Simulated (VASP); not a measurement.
# CdSiN2: single point with PBE

Crystal: CdSiN2.

```
Cd N Si
1.0
     2.91384    0.00000    0.00000
     0.00000    2.91384    0.00000
     0.00000    0.00000    4.90787
Cd N Si
1 2 1
Cartesian
  0.0000 0.0000 0.0000
  0.0000 1.4569 1.5542
  1.4569 0.0000 3.3537
  1.4569 1.4569 2.4539
```

This cell differs from its parent crystal: strain -4.0%.

* Program: VASP 6.6.1
* Task: single point
* Functional: PBE
* Potentials or basis: VASP PAW PBE potentials, release 64 (Cd, N, Si)
* Cutoff: 520 eV
* k mesh: 8 × 8 × 6
* Occupations: fermi-dirac, width 0.02 eV
* Spin: no spin polarisation

```yaml
Pressure: 36.7 GPa
Largest_force: 0.043 eV/Å
Band_gap_on_the_k_mesh: 1.90 eV, indirect (least direct gap 1.91 eV)
```

Forces on the atoms (eV/Å):
```
Cd   0.000  0.000  0.000
N    0.000  0.000  0.043
N    0.000  0.000 -0.043
Si   0.000  0.000  0.000
```

Stress tensor (GPa, compression positive):
```
35.64  0.00  0.00
 0.00 35.64  0.00
 0.00  0.00 38.69
```

Levels at points of the mesh, in eV from the valence-band top:
| k point | band 10 | band 11 | band 12 | band 13 | band 14 | band 15 | band 16 | band 17 |
| --- | --- | --- | --- | --- | --- | --- | --- | --- |
| (0.00, 0.00, 0.00) | -4.22 | -2.81 | -0.01 | -0.01 | 1.90 | 4.81 | 7.23 | 11.71 |
| (0.50, 0.00, 0.00) | -3.66 | -3.31 | -3.28 | -0.14 | 4.52 | 6.09 | 6.38 | 10.13 |
| (0.50, 0.50, 0.00) | -4.02 | -2.59 | -2.59 | -2.05 | 2.92 | 2.92 | 7.58 | 7.79 |
| (0.00, 0.00, 0.50) | -3.73 | -3.73 | -0.59 | -0.59 | 4.25 | 4.38 | 5.17 | 8.83 |
| (0.50, 0.00, 0.50) | -3.34 | -1.99 | -1.59 | 0.00 | 3.77 | 4.78 | 6.99 | 9.58 |
| (0.50, 0.50, 0.50) | -4.81 | -3.76 | -3.76 | -1.94 | 5.84 | 5.84 | 8.19 | 8.19 |

Run time: 30 s on 1 thread of AMD EPYC 9R45 96-Core Processor (Zen 5) (shared host), peak memory 0.16 GiB.

Caveat: the cell differs from its parent crystal (strain -4.0%). A k mesh can miss the band edges.
